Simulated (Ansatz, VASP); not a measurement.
HCBr3 in VASP and in Ansatz

```
CELL_PARAMETERS angstrom
6.31190 0.00000 0.00000
-3.15595 5.46627 0.00000
0.00000 0.00000 7.15100
ATOMIC_POSITIONS crystal
H 0.66667 0.33333 0.23100
H 0.33333 0.66667 0.73100
C 0.66667 0.33333 0.08000
C 0.33333 0.66667 0.58000
Br 0.69166 0.63432 0.00000
Br 0.05734 0.69166 0.50000
Br 0.36568 0.05734 0.00000
Br 0.30834 0.36568 0.50000
Br 0.94266 0.30834 0.00000
Br 0.63432 0.94266 0.50000
```

Alike in both runs: task electric field gradients; functional PBE; k mesh 6 × 6 × 4; occupations fermi-dirac, width 0.05 eV; no spin polarisation.

```csv
,VASP,Ansatz
version,VASP 6.6.1,Ansatz 0.2.0
potentials or method,"VASP PAW PBE potentials, release 64 (H, C, Br)","plane-wave PAW, scalar-relativistic"
plane-wave cutoff (eV),520,420
valence electrons in the cell,52,52
```

```tsv
	VASP	Ansatz	Ansatz less VASP
gap on the k mesh at the Fermi level (eV)	3.70	3.70	-0.003
pressure (GPa)	2.6	2.6	-0.03
traceless stress, the component that is largest in VASP (GPa)	-0.88	-0.86	+0.022
rms of the force components (eV/Å)	0.305	0.295	-0.0093
size of Vzz on the site where it differs most (V/Å²)	782.5	813.3	+30.75
```

Atom by atom the forces differ by 0.010 eV/Å (rms over components). The functional is the same, so the differences come from potentials, cutoffs and numerics.
